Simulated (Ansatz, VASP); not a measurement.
## SnO2 in VASP and in Ansatz

Contents of INCAR:

```
SYSTEM = SnO2
  ALGO = Normal
  EDIFF = 1E-6
  ENCUT = 520
  GGA = PS
  ISIF = 2
  ISMEAR = 0
  LASPH = .TRUE.
  LCHARG = .FALSE.
  LREAL = .FALSE.
  LWAVE = .FALSE.
  NBANDS = 64
  NELM = 100
  PREC = Accurate
  SIGMA = 0.05
```

Contents of KPOINTS:

```
k-points
0
G
  6 6 6
  0 0 0
```

POSCAR

```
SnO2
1.0
    3.2676351403      1.8865700279      4.7740149400
   -3.2676351403      1.8865700279      4.7740149400
    0.0000000000     -3.7731400557      4.7740149401
Sn O
4 8
Direct
    0.8646807174      0.8646807174      0.8646807174
    0.3648245829      0.3648245829      0.8648190111
    0.3648245829      0.8648190111      0.3648245829
    0.8648190111      0.3648245829      0.3648245829
    0.1235003534      0.6233501671      0.6233501671
    0.6233501671      0.1235003534      0.6233501671
    0.6233501671      0.6233501671      0.1235003534
    0.6062113146      0.6062113146      0.6062113146
    0.1234715296      0.1234715296      0.1234715296
    0.1060883083      0.1060883083      0.6062369573
    0.1060883083      0.6062369573      0.1060883083
    0.6062369573      0.1060883083      0.1060883083
```

Input for Ansatz:

```yaml
crystal:
  lattice:
    - [3.2676351403, 1.8865700279, 4.77401494]
    - [-3.2676351403, 1.8865700279, 4.77401494]
    - [0.0, -3.7731400557, 4.7740149401]
  atoms:
    - { symbol: Sn, position: [0.8646807174, 0.8646807174, 0.8646807174] }
    - { symbol: Sn, position: [0.3648245829, 0.3648245829, 0.8648190111] }
    - { symbol: Sn, position: [0.3648245829, 0.8648190111, 0.3648245829] }
    - { symbol: Sn, position: [0.8648190111, 0.3648245829, 0.3648245829] }
    - { symbol: O, position: [0.1235003534, 0.6233501671, 0.6233501671] }
    - { symbol: O, position: [0.6233501671, 0.1235003534, 0.6233501671] }
    - { symbol: O, position: [0.6233501671, 0.6233501671, 0.1235003534] }
    - { symbol: O, position: [0.6062113146, 0.6062113146, 0.6062113146] }
    - { symbol: O, position: [0.1234715296, 0.1234715296, 0.1234715296] }
    - { symbol: O, position: [0.1060883083, 0.1060883083, 0.6062369573] }
    - { symbol: O, position: [0.1060883083, 0.6062369573, 0.1060883083] }
    - { symbol: O, position: [0.6062369573, 0.1060883083, 0.1060883083] }
basis:
  ecutwfc: 520.0
kpoints:
  mp_grid: { grid: [6, 6, 6] }
hamiltonian:
  xc: pbesol
  pseudopotentials: { kind: paw, azcp: { folder: soft_1 } }
scf:
  occupations: { method: gaussian, width: 0.05 }
output:
  forces: true
  stress: true
  eigenvalues: true
```

Alike in both runs: task single point; functional PBEsol; k mesh 6 × 6 × 6; occupations gaussian, width 0.05 eV; no spin polarisation.

```csv
,VASP,Ansatz
version,VASP 6.6.1,Ansatz 0.2.0
potentials or method,"VASP PAW PBE potentials, release 64 (Sn_d, O), cutoff 520 eV","scalar-relativistic, plane waves, PAW"
valence electrons in the cell,104,104
```

VASP gave:

| Quantity | Value |
| --- | --- |
| gap on the k mesh at the Fermi level (eV) | 1.49 |
| least direct gap on the mesh (eV) | 1.51 |
| pressure (GPa) | -11.3 |
| traceless stress, the component that is largest in VASP (GPa) | 1.29 |
| rms of the force components (eV/Å) | 0.552 |

**Question.** What did Ansatz give for the same quantities?

**Answer.** gap on the k mesh at the Fermi level (eV): 1.51; least direct gap on the mesh (eV): 1.53; pressure (GPa): -11.8; traceless stress, the component that is largest in VASP (GPa): 1.62; rms of the force components (eV/Å): 0.576.

VASP's potentials were made for PBE, not for PBEsol, and Ansatz warns of the same on its side. Atom by atom the forces differ by 0.024 eV/Å (rms over components). The functional is the same, so the differences come from potentials, cutoffs and numerics.
